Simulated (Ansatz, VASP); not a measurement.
## CsGaAg2 in VASP and in Ansatz

```
CELL_PARAMETERS angstrom
2.36491 1.36538 6.72144
-2.36491 1.36538 6.72144
0.00000 -2.73076 6.72144
ATOMIC_POSITIONS crystal
Cs 0.00000 0.00000 0.00000
Ga 0.50000 0.50000 0.50000
Ag 0.18014 0.18014 0.18014
Ag 0.81986 0.81986 0.81986
```

Alike in both runs: functional PBE; k mesh 12 × 12 × 12; occupations gaussian, width 0.1 eV; no spin polarisation.

Ansatz relaxed the structure, and its values are those at the end. VASP's run is a single point on that final structure, the one shown.

|  | VASP | Ansatz |
| --- | --- | --- |
| version | VASP 6.6.1 | Ansatz 0.2.0 |
| potentials or method | VASP PAW PBE potentials, release 64 (Cs_sv, Ga_d, Ag), cutoff 520 eV | scalar-relativistic, plane waves, PAW |
| valence electrons in the cell | 44 | 60 |

Ansatz gave:

| Quantity | Value |
| --- | --- |
| gap on the k mesh at the Fermi level (eV) | none |
| pressure (GPa) | 0.0 |
| rms of the force components (eV/Å) | 0.004 |

**Question.** Estimate VASP's values.

**Answer.** gap on the k mesh at the Fermi level (eV): none; pressure (GPa): 0.0; rms of the force components (eV/Å): 0.003.

A gap of «none» marks a metal or a gap that the smearing closes. The functional is the same, so the differences come from potentials, cutoffs and numerics. VASP's potentials hold 44 valence electrons a cell and Ansatz's 60, so a difference there can come from the potentials and not from the codes.

Neither program's run includes spin-orbit coupling.
